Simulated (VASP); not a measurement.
Here is a VASP 6.6.1 calculation.

INCAR

```
PREC     = Accurate       # precision mode
ENCUT    = 500            # plane-wave cutoff, eV
EDIFF    = 1E-6           # SCF threshold, eV
ISMEAR   = 0              # smearing method
SIGMA    = 0.1            # smearing width, eV
LREAL    = False          # projectors in reciprocal space
LASPH    = True           # aspherical terms in the spheres
NELM     = 120            # most SCF steps
ALGO     = Normal         # electronic algorithm
ISIF     = 2              # what is computed and relaxed
LWAVE    = False          # write WAVECAR
LCHARG   = False          # write CHGCAR
GGA      = CA             # functional
NBANDS   = 14             # bands
GGA_COMPAT= False
```

KPOINTS

```
regular mesh
0
Gamma
  8 8 8
```

File POSCAR:

```
TiB
1.0
    0.0000000000      2.1010000000      2.1010000000
    2.1010000000      0.0000000000      2.1010000000
    2.1010000000      2.1010000000      0.0000000000
Ti B
1 1
Direct
    0.7500000000      0.7500000000      0.7500000000
    0.0000000000      0.0000000000      0.0000000000
```

Potentials or basis: VASP PAW LDA potentials, release 64 (Ti_sv, B).

Run with:

```bash
$ cat potpaw_LDA.64/Ti_sv/POTCAR potpaw_LDA.64/B/POTCAR > POTCAR
$ mpirun -np 1 vasp_std > vasp.out
```

Task: What does it give for the pressure?

Result: 105.5 GPa.
